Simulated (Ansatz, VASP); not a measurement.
Bi in VASP and in Ansatz

```xyz
1
Lattice="0.0000 2.3875 2.3875 2.3875 0.0000 2.3875 2.3875 2.3875 0.0000" Properties=species:S:1:pos:R:3 pbc="T T T"
Bi    0.0000    0.0000    0.0000
```

Change from the starting cell: volume scaled by 0.921, to set the pressure.

Alike in both runs: task single point; functional LDA; k mesh 14 × 14 × 14; occupations fermi-dirac, width 0.1 eV; no spin polarisation.

|  | VASP | Ansatz |
| --- | --- | --- |
| version | VASP 6.6.1 | Ansatz 0.2.0 |
| potentials or method | VASP PAW LDA potentials, release 64 (Bi_d) | PAW with Ansatz's default frozen-core files, scalar-relativistic |
| plane-wave cutoff (eV) | 500 | 420 |
| valence electrons in the cell | 15 | 15 |

Ansatz gave:

```
pressure (GPa) : 6.2
```

Task: What did VASP give for the same quantities?

Result: Pressure (GPa): 6.3.

LDA's correlation is that of Perdew and Zunger in VASP and of Perdew and Wang (1992) in Ansatz.

Spin-orbit coupling is off throughout.
